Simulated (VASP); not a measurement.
# MnS (P6_3mc) in VASP: further runs

The runs below take MnS through relaxation of shape and atoms at fixed volume, relaxation of cell and atoms, with PBE.

Program: VASP 6.6.1. These are calculated values, not measurements. Logs are shortened: lines on timing, memory, paths and dates and some standing lists are left out, and cuts for length are marked.

## 1. The cell of the first run

The structure is hexagonal, space group P6_3mc (No. 186). Conventional cell: a = 3.503 Å, b = 3.503 Å, c = 6.072 Å, α = 90.00°, β = 90.00°, γ = 120.00°. Mn (site symmetry 3m) has 4 S at 2.18 to 2.22 Å within 2.9 Å. S (site symmetry 3m) has 4 Mn at 2.18 to 2.22 Å within 2.9 Å.

## 2. Relaxation of shape and atoms at fixed volume, PBE (16.13 Å³/atom)

INCAR reads:

```
SYSTEM = MnS
ALGO     = Normal         ! electronic algorithm
EDIFF    = 1E-7           ! SCF threshold, eV
EDIFFG   = -0.01          ! ionic threshold
ENCUT    = 600            ! plane-wave cutoff, eV
GGA      = PE             ! functional
IBRION   = 2              ! ionic algorithm
ISIF     = 4              ! what is computed and relaxed
ISMEAR   = 0              ! smearing method
LASPH    = .TRUE.         ! aspherical terms in the spheres
LCHARG   = .FALSE.        ! write CHGCAR
LREAL    = .FALSE.        ! projectors in reciprocal space
LWAVE    = .FALSE.        ! write WAVECAR
NELM     = 100            ! most SCF steps
NSW      = 60             ! ionic steps
PREC     = Accurate       ! precision mode
SIGMA    = 0.05           ! smearing width, eV
```

KPOINTS reads:

```
k-points
0
G
  12 12 6
  0 0 0
```

POSCAR reads:

```
MnS
1.0
    3.5026377119      0.0000000000      0.0000000000
   -1.7513188559      3.0333732387      0.0000000000
    0.0000000000      0.0000000000      6.0721278029
Mn S
2 2
Direct
    0.3333333333      0.6666666667      0.0098675978
    0.6666666667      0.3333333333      0.5098675978
    0.3333333333      0.6666666667      0.3751324022
    0.6666666667      0.3333333333      0.8751324022
```

Potentials or basis: VASP PAW PBE potentials, release 64 (Mn_pv, S).

Run with:

```bash
$ cat potpaw_PBE.64/Mn_pv/POTCAR potpaw_PBE.64/S/POTCAR > POTCAR
$ mpirun -np 1 vasp_std > vasp.out
```

OUTCAR:

```text
SYSTEM = MnS
   EDIFF = 1E-7
   EDIFFG = -0.01
   ENCUT = 600
   GGA = PE
   IBRION = 2
   ISIF = 4
   ISMEAR = 0
   LASPH = .TRUE.
   LREAL = .FALSE.
   NELM = 100
   NSW = 60
   PREC = Accurate

 ion  position               nearest neighbor table
   1  0.333  0.667  0.010-   4 2.18   4 2.18   4 2.18   3 2.22
   2  0.667  0.333  0.510-   3 2.18   3 2.18   3 2.18   4 2.22
   3  0.333  0.667  0.375-   2 2.18   2 2.18   2 2.18   1 2.22
   4  0.667  0.333  0.875-   1 2.18   1 2.18   1 2.18   2 2.22

  LATTYP: Found a hexagonal cell.
 ALAT       =     3.5026377119
 C/A-ratio  =     1.7335871713

  Lattice vectors:

 A1 = (   3.5026377119,   0.0000000000,   0.0000000000)
 A2 = (  -1.7513188559,   3.0333732387,   0.0000000000)
 A3 = (   0.0000000000,   0.0000000000,   6.0721278029)

Analysis of symmetry for initial positions (statically):
=====================================================================
 Subroutine PRICEL returns:
 Original cell was already a primitive cell.

 Routine SETGRP: Setting up the symmetry group for a
 hexagonal supercell.

 Subroutine GETGRP returns: Found 12 space group operations
 (whereof  6 operations were pure point group operations)
 out of a pool of 24 trial point group operations.

The static configuration has the point symmetry C_3v.
 The point group associated with its full space group is C_6v.

Analysis of symmetry for dynamics (positions and initial velocities):
=====================================================================
 Subroutine PRICEL returns:
 Original cell was already a primitive cell.

 Routine SETGRP: Setting up the symmetry group for a
 hexagonal supercell.

 Subroutine GETGRP returns: Found 12 space group operations
 (whereof  6 operations were pure point group operations)
 out of a pool of 24 trial point group operations.

The dynamic configuration has the point symmetry C_3v.
 The point group associated with its full space group is C_6v.

 Subroutine INISYM returns: Found 12 space group operations
 (whereof  6 operations are pure point group operations),
 and found     1 'primitive' translations

----------------------------------------------------------------------------------------

                                     Primitive cell

  volume of cell :      64.5152

  direct lattice vectors                    reciprocal lattice vectors
     3.502637712  0.000000000  0.000000000     0.285499124  0.164832996  0.000000000
    -1.751318856  3.033373239  0.000000000     0.000000000  0.329665993  0.000000000
     0.000000000  0.000000000  6.072127803     0.000000000  0.000000000  0.164686916

  length of vectors
     3.502637712  3.502637712  6.072127803     0.329665993  0.329665993  0.164686916

  position of ions in fractional coordinates (direct lattice)
     0.333333333  0.666666667  0.009867598
     0.666666667  0.333333333  0.509867598
     0.333333333  0.666666667  0.375132402
     0.666666667  0.333333333  0.875132402

  ion indices of the primitive-cell ions
   primitive index   ion index
                 1           1
                 2           2
                 3           3
                 4           4

----------------------------------------------------------------------------------------

 KPOINTS: k-points

Automatic generation of k-mesh.
 Grid dimensions read from file:
 generate k-points for:   12   12    6

 Generating k-lattice:

  Cartesian coordinates                     Fractional coordinates (reciprocal lattice)
     0.023791594  0.013736083  0.000000000     0.083333333 -0.000000000  0.000000000
     0.000000000  0.027472166  0.000000000     0.000000000  0.083333333  0.000000000
     0.000000000  0.000000000  0.027447819     0.000000000  0.000000000  0.166666667

  Length of vectors
     0.027472166  0.027472166  0.027447819

  Shift w.r.t. Gamma in fractional coordinates (k-lattice)
     0.000000000  0.000000000  0.000000000

 Subroutine IBZKPT returns following result:
 ===========================================

 Found     76 irreducible k-points:

 Following reciprocal coordinates:
            Coordinates               Weight
  0.000000  0.000000  0.000000      1.000000
  0.083333  0.000000  0.000000      6.000000
  0.166667  0.000000  0.000000      6.000000
  0.250000  0.000000  0.000000      6.000000
  0.333333  0.000000  0.000000      6.000000
  0.416667  0.000000  0.000000      6.000000
[... 16 lines left out ...]
  0.250000  0.000000  0.166667     12.000000
  0.333333  0.000000  0.166667     12.000000
 [... further k-points ...]
   k-points           NKPTS =     76   k-points in BZ     NKDIM =     76   number of bands    NBANDS=     23
   number of dos      NEDOS =    301   number of ions     NIONS =      4
   total plane-waves  NPLWV =  39200
   dimension x,y,z NGX =    28 NGY =   28 NGZ =   50
   dimension x,y,z NGXF=    56 NGYF=   56 NGZF=  100
   ions per type =               2   2
   NGX,Y,Z   is equivalent  to a cutoff of  13.29, 13.29, 13.69 a.u.
   NGXF,Y,Z  is equivalent  to a cutoff of  26.58, 26.58, 27.38 a.u.
 SYSTEM =  MnS
   PREC   = accura    normal or accurate (medium, high low for compatibility)
   ISTART =      0    job   : 0-new  1-cont  2-samecut
   ICHARG =      2    charge: 1-file 2-atom 10-const
   ISPIN  =      1    spin polarized calculation?
   LNONCOLLINEAR =      F non collinear calculations
   LSORBIT =      F    spin-orbit coupling
   LASPH  =      T    aspherical Exc in radial PAW
   ENCUT  =  600.0 eV  44.10 Ry    6.64 a.u.   7.00  7.00 12.13*2*pi/ulx,y,z
   NELM   =    100;   NELMIN=  2; NELMDL= -5     # of ELM steps
   EDIFF  = 0.1E-06   stopping-criterion for ELM
   LREAL  =      F    real-space projection
   EDIFFG = -.1E-01   stopping-criterion for IOM
   NSW    =     60    number of steps for IOM
   IBRION =      2    ionic relax: 0-MD 1-quasi-New 2-CG
   NFREE  =      1    steps in history (QN), initial steepest desc. (CG)
   ISIF   =      4    stress and relaxation
   ISYM   =      2    0-nonsym 1-usesym 2-fastsym
   POTIM  = 0.5000    time-step for ionic-motion
   TEBEG  =    0.0;   TEEND  =   0.0 temperature during run
   PSTRESS=    0.0 pullay stress
   NELECT =      38.0000    total number of electrons
   NUPDOWN=      -1.0000    fix difference up-down
   EMIN   =  10.00;   EMAX   =-10.00  energy-range for DOS
   EFERMI =   0.00;   METHOD = LEGACY
   ISMEAR =     0;   SIGMA  =   0.05  broadening in eV -4-tet -1-fermi 0-gaus
   EFERMI_NEDOS =   21; number of points for ismear=-14 and -15
   IALGO  =     38    algorithm
   IMIX   =      4    mixing-type and parameters
     AMIX     =   0.40;   BMIX     =  1.00
     AMIX_MAG =   1.60;   BMIX_MAG =  1.00
  volume/ion in A,a.u.               =      16.13       108.84
  Fermi-wavevector in a.u.,A,eV,Ry     =   1.372299  2.593269 25.622548  1.883204
  Thomas-Fermi vector in A             =   2.497918
   LORBIT       =      0    0 simple, 1 ext, 2 COOP (PROOUT), +10 PAW based schemes
   GGA     = PE    functional components
   LHFCALC =     F    Hartree Fock is set to
   AEXX    =    0.0000 exact exchange contribution
   IVDW    =     0    specifies the selected vdW correction
   LEPSILON=     F    determine dielectric tensor
   LRPA    =     F    only Hartree local field effects (RPA)
 conjugate gradient relaxation of ions
 non-spin polarized calculation
 Gauss-broadening in eV      SIGMA  =   0.05
  energy-cutoff  :      600.00
  volume of cell :       64.52
 maximum number of plane-waves:      2193
 NGX is ok and might be reduce to    28
   NGX = 13   NGY = 13   NGZ = 25

--------------------------------------- Ionic step        1  -------------------------------------------

 number of electron      38.0000003 magnetization

 Free energy of the ion-electron system (eV)
  ---------------------------------------------------
  ext. energy  EPLUGINS =         0.00000000
  ---------------------------------------------------
  free energy    TOTEN  =       -27.01461416 eV

  energy without entropy =      -27.00718032  energy(sigma->0) =      -27.01089724

------------------------ aborting loop because EDIFF is reached ----------------------------------------

  FORCE on cell =-STRESS in cart. coord.  units (eV):
  Direction    XX          YY          ZZ          XY          YZ          ZX
  --------------------------------------------------------------------------------------
  -------------------------------------------------------------------------------------
  Total       -1.8064869     -1.8064869     -1.8795549     -0.0000000      0.0000000      0.0000000
  in kB      -44.8624952    -44.8624952    -46.6770740     -0.0000000      0.0000000      0.0000000
  external PRESSURE =     -45.4673548 kB  Pullay stress =       0.0000000 kB
[... 137 lines left out ...]
  energy  without entropy=      -27.0073114512  energy(sigma->0) =      -27.01110325

--------------------------------------- Ionic step        5  -------------------------------------------

 number of electron      38.0000004 magnetization

 Free energy of the ion-electron system (eV)
  ---------------------------------------------------
  ext. energy  EPLUGINS =         0.00000000
  ---------------------------------------------------
  free energy    TOTEN  =       -27.01499054 eV

  energy without entropy =      -27.00738904  energy(sigma->0) =      -27.01118979

 E-fermi :   6.7250     XC(G=0): -10.9140

 val. band max:        6.7247035368   @ k =   0.1667   0.0833   0.3333
 cond. band min:       6.7255885839   @ k =   0.2500   0.2500   0.3333
 fundamental gap:      0.0008850470
 Fermi energy:         6.7250361259

 k-point     1 :       0.0000    0.0000    0.0000
  band No.  band energies     occupation
      1     -41.0606      2.00000
      2     -41.0445      2.00000
      3     -40.9174      2.00000
      4     -40.9174      2.00000
      5     -40.9152      2.00000
      6     -40.9152      2.00000
[... 613 lines left out ...]
     22       7.8519      0.00000
     23       8.5858      0.00000

 [... further k-points ...]

------------------------ aborting loop because EDIFF is reached ----------------------------------------

  FORCE on cell =-STRESS in cart. coord.  units (eV):
  Direction    XX          YY          ZZ          XY          YZ          ZX
  --------------------------------------------------------------------------------------
  -------------------------------------------------------------------------------------
  Total       -1.8013743     -1.8013743     -1.7801521     -0.0000000      0.0000000     -0.0000000
  in kB      -44.7355275    -44.7355275    -44.2084936     -0.0000000      0.0000000     -0.0000000
  external PRESSURE =     -44.5598495 kB  Pullay stress =       0.0000000 kB
[... 19 lines left out ...]
  FREE ENERGIE OF THE ION-ELECTRON SYSTEM (eV)
  ---------------------------------------------------
  free  energy   TOTEN  =       -27.0149905423 eV

  energy  without entropy=      -27.0073890409  energy(sigma->0) =      -27.01118979

 reached required accuracy - stopping structural energy minimisation
```

Run time: 10 min. Hardware: 1 thread of Intel Xeon 8259CL, shared host; peak memory 0.27 GiB.

Results:

```yaml
Free_energy: -27.0150 eV
Energy_gained_by_relaxing: 0.1 meV/atom
Ionic_steps: 5
Pressure_after_relaxing: -4.5 GPa
Largest_force_after_relaxing: 0.009 eV/Å
Band_gap_on_the_k_mesh: zero (bands 19 and 20 overlap by 1.20 eV)
```

Forces in eV/Å, atoms in the order of the input:
```
Mn   0.000  0.000 -0.009
Mn   0.000  0.000 -0.009
S    0.000  0.000  0.009
S    0.000  0.000  0.009
```

Step by step:
| step | energy change (eV) | largest force (eV/Å) | pressure (GPa) | volume (Å³) |
| --- | --- | --- | --- | --- |
| 1 | 0.0000 | 0.0287 | -4.55 | 64.52 |
| 2 | -0.0001 | 0.0032 | -4.52 | 64.52 |
| 3 | -0.0002 | 0.0139 | -4.49 | 64.52 |
| 4 | -0.0003 | 0.0074 | -4.49 | 64.52 |
| 5 | -0.0004 | 0.0094 | -4.46 | 64.52 |

Final structure:
```xyz
4
Lattice="3.5099 0.0000 0.0000 -1.7550 3.0397 0.0000 0.0000 0.0000 6.0469" Properties=species:S:1:pos:R:3 pbc="T T T"
Mn    0.0000    2.0265    0.0560
Mn    1.7550    1.0132    3.0795
S     0.0000    2.0265    2.2721
S     1.7550    1.0132    5.2955
```

Caveat: the run has no spin polarisation, though such a crystal can be magnetic; semilocal functionals often make such compounds metallic where correlation or magnetic order opens a gap, which also shifts bond lengths. With open d or f shells a metallic result of PBE can be an artefact of self-interaction; +U or a hybrid may open a gap.

## 3. Relaxation of cell and atoms, PBE

This run uses another cell than the first one, of 22.01 Å³/atom.

INCAR reads:

```
SYSTEM = MnS
PREC     = Accurate       ! precision mode
ENCUT    = 600            ! plane-wave cutoff, eV
EDIFF    = 1E-6           ! SCF threshold, eV
ISMEAR   = 0              ! smearing method
SIGMA    = 0.05           ! smearing width, eV
LREAL    = .False.        ! projectors in reciprocal space
LASPH    = .True.         ! aspherical terms in the spheres
NELM     = 80             ! most SCF steps
ALGO     = Normal         ! electronic algorithm
ISIF     = 3              ! what is computed and relaxed
LWAVE    = .False.        ! write WAVECAR
LCHARG   = .False.        ! write CHGCAR
GGA      = PE             ! functional
IBRION   = 2              ! ionic algorithm
NSW      = 80             ! ionic steps
EDIFFG   = -0.01          ! ionic threshold
```

KPOINTS reads:

```
regular mesh
0
Gamma
  10 10 6
  0 0 0
```

POSCAR reads:

```
MnS
1.0
    3.9760000000      0.0000000000      0.0000000000
   -1.9880000000      3.4433170054      0.0000000000
    0.0000000000      0.0000000000      6.4320000000
Mn S
2 2
Direct
    0.3333333333      0.6666666667      0.0000000000
    0.6666666667      0.3333333333      0.5000000000
    0.3333333333      0.6666666667      0.3850000000
    0.6666666667      0.3333333333      0.8850000000
```

Potentials or basis: VASP PAW PBE potentials, release 64 (Mn_pv, S).

Run with:

```bash
$ cat potpaw_PBE.64/Mn_pv/POTCAR potpaw_PBE.64/S/POTCAR > POTCAR
$ mpirun -np 1 vasp_std > vasp.out
```

It took 26 min on 1 thread of Intel Xeon 8259CL, shared host; peak memory 0.32 GiB.

Results (log left out):

- Free energy: -27.0619 eV
- Relaxed volume: 15.53 Å³/atom
- Relaxed cell: a = 3.461 Å, b = 3.461 Å, c = 5.986 Å, α = 90.00°, β = 90.00°, γ = 120.00°
- Space group after relaxing (to 0.1 Å): P6_3mc (No. 186)
- Energy gained by relaxing: 572.0 meV/atom
- Ionic steps: 18
- Pressure after relaxing: 0.1 GPa
- Largest force after relaxing: 0.010 eV/Å
- Band gap on the k mesh: zero (bands 19 and 20 overlap by 1.25 eV)

Forces on the atoms (eV/Å):
```
Mn   0.000  0.000 -0.010
Mn   0.000  0.000 -0.010
S    0.000  0.000  0.010
S    0.000  0.000  0.010
```

The path:
```
step  energy change (eV)  largest force (eV/Å)  pressure (GPa)  volume (Å³)
   1              0.0000                0.1838          -20.14        88.06
   2             -2.0409                0.5151           13.64        57.29
   3             -2.2408                0.4115           -0.08        62.47
   4             -2.2397                0.4191            0.89        62.01
   5             -2.2479                0.1567            1.17        61.84
   6             -2.2519                0.0791            1.04        61.90
   7             -2.2594                0.0394           -0.54        62.68
   8             -2.2599                0.0217           -1.28        63.02
   9             -2.2653                0.0546           -1.28        63.02
  10             -2.2788                0.1299           -1.46        63.00
  11             -2.2750                0.0944           -1.79        62.88
  12             -2.2832                0.0969           -1.59        62.96
  13             -2.2874                0.0171            0.45        61.90
  14             -2.2878                0.0090           -0.04        62.14
  15             -2.2879                0.0129           -0.06        62.16
  16             -2.2880                0.0241           -0.09        62.17
  17             -2.2880                0.0161            0.00        62.13
  18             -2.2880                0.0096            0.07        62.10
```

Final structure:
```
CELL_PARAMETERS angstrom
3.46124 0.00000 0.00000
-1.73062 2.99752 0.00000
0.00000 0.00000 5.98594
ATOMIC_POSITIONS crystal
Mn 0.33333 0.66667 0.00971
Mn 0.66667 0.33333 0.50971
S 0.33333 0.66667 0.37529
S 0.66667 0.33333 0.87529
```

Levels at points of the mesh, in eV from the Fermi level:
| k point | band 17 | band 18 | band 19 | band 20 | band 21 | band 22 |
| --- | --- | --- | --- | --- | --- | --- |
| (0.00, 0.00, 0.00) | -0.45 | -0.43 | -0.43 | 2.04 | 2.04 | 3.24 |
| (0.50, 0.00, 0.00) | -0.27 | -0.19 | -0.18 | -0.04 | 0.31 | 0.42 |
| (0.00, 0.00, 0.50) | -0.65 | -0.65 | 1.03 | 1.03 | 2.71 | 2.71 |
| (0.50, 0.00, 0.50) | -0.25 | -0.25 | -0.21 | -0.21 | 0.84 | 0.84 |

Caveat: the volume moved by over 15 % at a fixed basis, so the end points are rough; the run has no spin polarisation, though such a crystal can be magnetic; semilocal functionals often make such compounds metallic where correlation or magnetic order opens a gap, which also shifts bond lengths. Spin polarisation is off, so any magnetic state and its effect on volume and gap are missing.
